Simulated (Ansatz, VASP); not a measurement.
**Te2Pb3Se in VASP and in Ansatz**

```xyz
6
Lattice="4.5603 0.0000 0.0000 -2.2801 3.9493 0.0000 0.0000 0.0000 11.1721" Properties=species:S:1:pos:R:3 pbc="T T T"
Te    0.0000    2.6329    7.5231
Te    2.2801    1.3164    3.6490
Pb    2.2801    1.3164    9.4664
Pb    0.0000    0.0000    5.5860
Pb    0.0000    2.6329    1.7057
Se    0.0000    0.0000    0.0000
```

Alike in both runs: task single point; functional PBEsol; k mesh 6 × 6 × 4; occupations gaussian, width 0.02 eV; no spin polarisation.

|  | VASP | Ansatz |
| --- | --- | --- |
| version | VASP 6.6.1 | Ansatz 0.2.0 |
| potentials or method | VASP PAW PBE potentials, release 64 (Te, Pb_d, Se), cutoff 520 eV | scalar-relativistic, plane waves, PAW |
| valence electrons in the cell | 60 | 90 |

|  | VASP | Ansatz | Ansatz less VASP |
| --- | --- | --- | --- |
| gap on the k mesh at the Fermi level (eV) | 0.62 | 0.62 | -0.003 |
| least direct gap on the mesh (eV) | 0.64 | 0.63 | -0.003 |
| pressure (GPa) | -2.4 | -2.4 | +0.02 |

VASP's potentials were made for PBE, not for PBEsol. VASP's potentials hold 60 valence electrons a cell and Ansatz's 90, so a difference there can come from the potentials and not from the codes.

Neither program's run includes spin-orbit coupling.
